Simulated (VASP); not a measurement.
Input of a VASP 6.6.1 run:

Contents of POSCAR:

```
ZnO
1.0
    3.2672318311      0.0000000000      0.0000000000
   -1.6336159155      2.8295057658      0.0000000000
    0.0000000000      0.0000000000      5.2630029530
Zn O
2 2
Direct
    0.3333333333      0.6666666667      0.4996921304
    0.6666666667      0.3333333333     -0.0003078696
    0.6666666667      0.3333333333      0.3793178696
    0.3333333333      0.6666666667      0.8793178696
```

INCAR.step1

```
PREC     = Accurate       # precision mode
ENCUT    = 520            # plane-wave cutoff, eV
ISMEAR   = 0              # smearing method
SIGMA    = 0.02           # smearing width, eV
LREAL    = False          # projectors in reciprocal space
LASPH    = True           # aspherical terms in the spheres
NELM     = 100            # most SCF steps
NBANDS   = 26             # bands
GGA      = PE             # functional
ALGO     = Normal         # electronic algorithm
EDIFF    = 1E-4           # SCF threshold, eV
LWAVE    = True           # write WAVECAR
LCHARG   = False          # write CHGCAR
```

Contents of INCAR.step2:

```
PREC     = Accurate       # precision mode
ENCUT    = 520            # plane-wave cutoff, eV
EDIFF    = 1E-6           # SCF threshold, eV
ISMEAR   = 0              # smearing method
SIGMA    = 0.02           # smearing width, eV
LREAL    = False          # projectors in reciprocal space
LASPH    = True           # aspherical terms in the spheres
NELM     = 100            # most SCF steps
ALGO     = Normal         # electronic algorithm
ISIF     = 2              # what is computed and relaxed
LWAVE    = False          # write WAVECAR
LCHARG   = True           # write CHGCAR
METAGGA  = R2SCAN         # meta-GGA
LMIXTAU  = True         
LELF     = True           # ELF
LVHAR    = True         
NBANDS   = 26             # bands
ISTART   = 1
```

KPOINTS

```
Automatic mesh
0
Gamma
  12 12 6
```

Potentials or basis: VASP PAW PBE potentials, release 64 (Zn, O).

Launch:

```console
$ cat potpaw_PBE.64/Zn/POTCAR potpaw_PBE.64/O/POTCAR > POTCAR
$ cp INCAR.step1 INCAR
$ mpirun -np 1 vasp_std > vasp.out
$ cp INCAR.step2 INCAR
$ mpirun -np 1 vasp_std > vasp.out
```

Predict the pressure.

-3.3 GPa.

Predict the band gap on the k mesh.

1.19 eV, direct.

What does it give for the largest force?

0.017 eV/Å.

Forces in eV/Å, atoms in the order of the input:
```
Zn   0.000  0.000 -0.017
Zn   0.000  0.000 -0.017
O    0.000  0.000  0.017
O    0.000  0.000  0.017
```

Caveat: the PAW data sets were made with another functional, which shifts forces and pressure a little.
